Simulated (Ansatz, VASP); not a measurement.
One calculation of TaN, two programs

```
Ta N
1.0
     2.87802    0.00000    0.00000
    -1.43901    2.49244    0.00000
     0.00000    0.00000    2.82415
Ta N
1 1
Direct
  0.33333 0.66667 0.50000
  0.00000 0.00000 0.00000
```

Change from the starting cell: volume scaled by 0.94, PAW files.

Alike in both runs: task electric field gradients; functional LDA; k mesh 12 × 12 × 10; occupations fermi-dirac, width 0.02 eV; no spin polarisation.

```csv
,VASP,Ansatz
version,VASP 6.6.1,Ansatz 0.2.0
potentials or method,"VASP PAW LDA potentials, release 64 (Ta_pv, N)","PAW with Ansatz's default frozen-core files, scalar-relativistic"
plane-wave cutoff (eV),520,420
valence electrons in the cell,16,18
```

Ansatz gave:

| Property | Result |
| --- | --- |
| pressure (GPa) | 12.0 |
| traceless stress, the component that is largest in VASP (GPa) | 0.83 |
| size of Vzz on the site where it differs most (V/Å²) | 41.2 |

Problem. Which values does VASP return?

Solution. Pressure (GPa): 14.2; traceless stress, the component that is largest in VASP (GPa): 1.01; size of Vzz on the site where it differs most (V/Å²): 8.6.

LDA's correlation is that of Perdew and Zunger in VASP and of Perdew and Wang (1992) in Ansatz. VASP's potentials hold 16 valence electrons a cell and Ansatz's 18, so a difference there can come from the potentials and not from the codes.

Spin-orbit coupling is off throughout.
